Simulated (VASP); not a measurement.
# HgTe (F-43m) in VASP: single point with PBE

Aim: the single point of HgTe with PBE.

All numbers are computed with VASP 6.6.1; they aren't measurements. Logs are shortened: lines on timing, memory, paths and dates and some standing lists are left out, and cuts for length are marked.

## Step 1: The cell of the first run

The structure is cubic, space group F-43m (No. 216). The conventional cell has a = 6.429 Å, b = 6.429 Å, c = 6.429 Å, α = 90.00°, β = 90.00°, γ = 90.00°. Hg (site symmetry -43m) has 4 Te at 2.78 Å within 3.7 Å. Te (site symmetry -43m) has 4 Hg at 2.78 Å within 3.7 Å.

## Step 2: Single point, PBE

File INCAR:

```
PREC = Accurate
ENCUT = 500
EDIFF = 1E-6
ISMEAR = 1
SIGMA = 0.1
LREAL = False
LASPH = True
NELM = 120
ALGO = Normal
ISIF = 2
LWAVE = False
LCHARG = False
GGA = PE
NBANDS = 26
GGA_COMPAT = False
```

File KPOINTS:

```
regular mesh
0
Gamma
  2 4 4
```

File POSCAR:

```
HgTe
1.0
    0.0000000000      6.4290000000      6.4290000000
    3.2145000000      0.0000000000      3.2145000000
    3.2145000000      3.2145000000      0.0000000000
Hg Te
2 2
Direct
    0.0000000000      0.0000000000      0.0000000000
    0.5000000000      0.0000000000      0.0000000000
    0.1250000000      0.2500000000      0.2500000000
    0.6250000000      0.2500000000      0.2500000000
```

Potentials or basis: VASP PAW PBE potentials, release 64 (Hg, Te).

Launch:

```console
$ cat potpaw_PBE.64/Hg/POTCAR potpaw_PBE.64/Te/POTCAR > POTCAR
$ mpirun -np 1 vasp_std > vasp.out
```

OUTCAR:

```text
PREC = Accurate
   ENCUT = 500
   EDIFF = 1E-6
   ISMEAR = 1
   LREAL = False
   LASPH = True
   NELM = 120
   ISIF = 2
   GGA = PE

 ion  position               nearest neighbor table
   1  0.000  0.000  0.000-   3 2.78   4 2.78   3 2.78   3 2.78
   2  0.500  0.000  0.000-   3 2.78   4 2.78   4 2.78   4 2.78
   3  0.125  0.250  0.250-   1 2.78   1 2.78   1 2.78   2 2.78
   4  0.625  0.250  0.250-   2 2.78   2 2.78   1 2.78   2 2.78

  LATTYP: Found a trigonal (rhomboedric) cell.
 ALAT       =     7.8738847782
 COS(alpha) =     0.8333333333

  Lattice vectors:

 A1 = (   3.2145000000,  -3.2145000000,  -6.4290000000)
 A2 = (   6.4290000000,  -3.2145000000,  -3.2145000000)
 A3 = (   3.2145000000,  -6.4290000000,  -3.2145000000)

Analysis of symmetry for initial positions (statically):
=====================================================================
 Subroutine PRICEL returns following result:

  LATTYP: Found a face centered cubic cell.
 ALAT       =     6.4290000000

  Lattice vectors:

 A1 = (   0.0000000000,   3.2145000000,   3.2145000000)
 A2 = (   3.2145000000,   0.0000000000,   3.2145000000)
 A3 = (   3.2145000000,   3.2145000000,   0.0000000000)

   2 primitive cells build up your supercell.

 Routine SETGRP: Setting up the symmetry group for a
 trigonal (rhombohedral) supercell.

 Subroutine GETGRP returns: Found  6 space group operations
 (whereof  6 operations were pure point group operations)
 out of a pool of 12 trial point group operations.

The static configuration has the point symmetry C_3v.

Analysis of symmetry for dynamics (positions and initial velocities):
=====================================================================
 Subroutine PRICEL returns following result:

  LATTYP: Found a face centered cubic cell.
 ALAT       =     6.4290000000

  Lattice vectors:

 A1 = (   0.0000000000,   3.2145000000,   3.2145000000)
 A2 = (   3.2145000000,   0.0000000000,   3.2145000000)
 A3 = (   3.2145000000,   3.2145000000,   0.0000000000)

   2 primitive cells build up your supercell.

 Routine SETGRP: Setting up the symmetry group for a
[... 93 lines left out ...]
   dimension x,y,z NGX =    70 NGY =   36 NGZ =   36
   dimension x,y,z NGXF=   140 NGYF=   72 NGZF=   72
   ions per type =               2   2
   NGX,Y,Z   is equivalent  to a cutoff of  12.80, 13.17, 13.17 a.u.
   NGXF,Y,Z  is equivalent  to a cutoff of  25.60, 26.33, 26.33 a.u.
 SYSTEM =  unknown system
   PREC   = accura    normal or accurate (medium, high low for compatibility)
   ISTART =      0    job   : 0-new  1-cont  2-samecut
   ICHARG =      2    charge: 1-file 2-atom 10-const
   ISPIN  =      1    spin polarized calculation?
   LNONCOLLINEAR =      F non collinear calculations
   LSORBIT =      F    spin-orbit coupling
   LASPH  =      T    aspherical Exc in radial PAW
   ENCUT  =  500.0 eV  36.75 Ry    6.06 a.u.  16.58  8.29  8.29*2*pi/ulx,y,z
   NELM   =    120;   NELMIN=  2; NELMDL= -5     # of ELM steps
   EDIFF  = 0.1E-05   stopping-criterion for ELM
   LREAL  =      F    real-space projection
[... 7 lines left out ...]
   TEBEG  =    0.0;   TEEND  =   0.0 temperature during run
   PSTRESS=    0.0 pullay stress
   NELECT =      36.0000    total number of electrons
   NUPDOWN=      -1.0000    fix difference up-down
   EMIN   =  10.00;   EMAX   =-10.00  energy-range for DOS
   EFERMI =   0.00;   METHOD = LEGACY
   ISMEAR =     1;   SIGMA  =   0.10  broadening in eV -4-tet -1-fermi 0-gaus
   EFERMI_NEDOS =   21; number of points for ismear=-14 and -15
   IALGO  =     38    algorithm
   IMIX   =      4    mixing-type and parameters
     AMIX     =   0.40;   BMIX     =  1.00
     AMIX_MAG =   1.60;   BMIX_MAG =  1.00
  volume/ion in A,a.u.               =      33.22       224.15
  Fermi-wavevector in a.u.,A,eV,Ry     =   1.059357  2.001894 15.268958  1.122237
  Thomas-Fermi vector in A             =   2.194699
   LORBIT       =      0    0 simple, 1 ext, 2 COOP (PROOUT), +10 PAW based schemes
   GGA     = PE    functional components
   LHFCALC =     F    Hartree Fock is set to
   AEXX    =    0.0000 exact exchange contribution
   IVDW    =     0    specifies the selected vdW correction
   LEPSILON=     F    determine dielectric tensor
   LRPA    =     F    only Hartree local field effects (RPA)
 non-spin polarized calculation
 Methfessel and Paxton  Order N= 1 SIGMA  =   0.10
  energy-cutoff  :      500.00
  volume of cell :      132.86
 maximum number of plane-waves:      3390
 NGX is ok and might be reduce to    70
   NGX = 33   NGY = 17   NGZ = 17

 number of electron      35.9999999 magnetization

 Free energy of the ion-electron system (eV)
  ---------------------------------------------------
  ext. energy  EPLUGINS =         0.00000000
  ---------------------------------------------------
  free energy    TOTEN  =        -6.92016633 eV

  energy without entropy =       -6.91783284  energy(sigma->0) =       -6.91938850

 E-fermi :   3.3209     XC(G=0):  -8.8020

 val. band max:        3.3007896200   @ k =   0.0000   0.0000   0.0000
 cond. band min:       3.9963751789   @ k =   0.0000   0.0000   0.0000
 fundamental gap:      0.6955855589
 Fermi energy:         3.3209297238

 k-point     1 :       0.0000    0.0000    0.0000
  band No.  band energies     occupation
      1      -8.8004      2.00000
      2      -8.2062      2.00000
      3      -4.1753      2.00000
      4      -4.1753      2.00000
      5      -4.1753      2.00000
      6      -4.0485      2.00000
[... 221 lines left out ...]
     25       8.8481      0.00000
     26       9.4370      0.00000

------------------------ aborting loop because EDIFF is reached ----------------------------------------

  FORCE on cell =-STRESS in cart. coord.  units (eV):
  Direction    XX          YY          ZZ          XY          YZ          ZX
  --------------------------------------------------------------------------------------
  -------------------------------------------------------------------------------------
  Total        4.2294954      4.2294954      4.2294954      0.0001014     -0.0001014      0.0001014
  in kB       51.0033680     51.0033680     51.0033680      0.0012225     -0.0012225      0.0012225
  external PRESSURE =      51.0033680 kB  Pullay stress =       0.0000000 kB

 VOLUME and BASIS-vectors are now :
 -----------------------------------------------------------------------------
  energy-cutoff  :      500.00
  volume of cell :      132.86
      direct lattice vectors                 reciprocal lattice vectors
     0.000000000  6.429000000  6.429000000    -0.077772593  0.077772593  0.077772593
     3.214500000  0.000000000  3.214500000     0.155545186 -0.155545186  0.155545186
     3.214500000  3.214500000  0.000000000     0.155545186  0.155545186 -0.155545186

 POSITION                                       TOTAL-FORCE (eV/Angst)
 -----------------------------------------------------------------------------------
      0.00000      0.00000      0.00000         0.000004     -0.000004     -0.000004
      0.00000      3.21450      3.21450         0.000004     -0.000004     -0.000004
      1.60725      1.60725      1.60725        -0.000004      0.000004      0.000004
      1.60725      4.82175      4.82175        -0.000004      0.000004      0.000004
 -----------------------------------------------------------------------------------
    total drift:                                0.000031     -0.000033     -0.000033

  FREE ENERGIE OF THE ION-ELECTRON SYSTEM (eV)
  ---------------------------------------------------
  free  energy   TOTEN  =        -6.9201663320 eV

  energy  without entropy=       -6.9178328383  energy(sigma->0) =       -6.91938850
```

It took 49 s on 1 thread of Intel Xeon Platinum 8488C (Sapphire Rapids), shared host; peak memory 0.27 GiB.

Results:

```yaml
Free_energy: -6.9202 eV
Pressure: 5.1 GPa
Band_gap_on_the_k_mesh: zero (filled and empty bands touch)
```

Caveat: the k points lie up to 0.42 Å⁻¹ apart; semilocal functionals underestimate gaps, so a narrow gap can read as zero; spin-orbit coupling is left out, which moves the levels of the heavy elements.
